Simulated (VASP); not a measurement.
A run of VASP 6.6.1 is set up as follows.

File INCAR:

```
PREC = Accurate
ENCUT = 520
EDIFF = 1E-6
ISMEAR = 0
SIGMA = 0.15
LREAL = False
LASPH = True
NELM = 60
ALGO = Fast
ISIF = 2
LWAVE = False
LCHARG = True
GGA = PS
LELF = True
LVHAR = True
NBANDS = 14
```

The input KPOINTS:

```
Automatic mesh
0
Gamma
  18 18 18
```

File POSCAR:

```
Bi
1.0
   -2.2241925384      2.2241925384      1.5725041247
    2.2241925384     -2.2241925384      1.5725041247
    2.2241925384      2.2241925384     -1.5725041247
Bi
1
Direct
    0.0000000000      0.0000000000      0.0000000000
```

Potentials or basis: VASP PAW PBE potentials, release 64 (Bi_d).

The run is started by

```bash
$ cat potpaw_PBE.64/Bi_d/POTCAR > POTCAR
$ mpirun -np 1 vasp_std > vasp.out
```

Problem. Estimate the pressure.

Solution. 1.0 GPa.

Problem. Predict the band gap on the k mesh.

Solution. Zero (an odd number of electrons rules out a gap without spin polarisation).

Stress tensor (GPa, compression positive):
```
-1.71  0.00  0.00
 0.00 -1.71  0.00
 0.00  0.00  6.29
```

Caveat: the PAW data sets were made with another functional, which shifts forces and pressure a little; spin-orbit coupling is left out, which moves the levels of the heavy elements.
